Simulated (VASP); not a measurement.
A run of VASP 6.6.1 is set up as follows.

The input INCAR:

```
SYSTEM = CdSeS4
PREC = Accurate
ENCUT = 600
EDIFF = 1E-6
ISMEAR = 0
SIGMA = 0.1
LREAL = .FALSE.
LASPH = .TRUE.
NELM = 80
ALGO = Normal
ISIF = 3
LWAVE = .FALSE.
LCHARG = .FALSE.
GGA = PE
IBRION = 2
NSW = 90
EDIFFG = -0.04
```

The input KPOINTS:

```
regular mesh
0
G
  4 4 4
  0 0 0
```

Contents of POSCAR:

```
CdSeS4
1.0
    4.9739298200      0.0000000000      0.0000000000
    0.0000000000      4.9739298200      0.0000000000
    0.0000000000      0.0000000000      7.0980482700
Cd Se S
1 1 4
Direct
    0.5000000000      0.5000000000      0.5000000000
    0.0000000000      0.0000000000      0.0000000000
    0.5000000000      0.0000000000      0.7628759100
    0.0000000000      0.5000000000      0.2371240900
    0.5000000000      0.0000000000      0.2371240900
    0.0000000000      0.5000000000      0.7628759100
```

Potentials or basis: VASP PAW PBE potentials, release 64 (Cd, Se, S).

The run is started by

```sh
$ cat potpaw_PBE.64/Cd/POTCAR potpaw_PBE.64/Se/POTCAR potpaw_PBE.64/S/POTCAR > POTCAR
$ mpirun -np 1 vasp_std > vasp.out
```

Q: Predict the relaxed volume.

A: 21.46 Å³/atom.

Q: Predict the band gap on the k mesh.

A: Zero (bands 21 and 22 overlap by 1.02 eV).

Q: Estimate the space group after relaxing (to 0.1 Å).

A: P4/mmm (No. 123).

Q: What does it give for the relaxed cell?

A: a = 5.044 Å, b = 5.044 Å, c = 5.061 Å, α = 90.00°, β = 90.00°, γ = 90.00°.

Forces on the atoms (eV/Å):
```
Cd   0.000  0.000  0.000
Se   0.000  0.000  0.000
S    0.000  0.000  0.016
S    0.000  0.000 -0.016
S    0.000  0.000 -0.016
S    0.000  0.000  0.016
```

Caveat: the volume moved by over 15 % at a fixed basis, so the end points are rough.
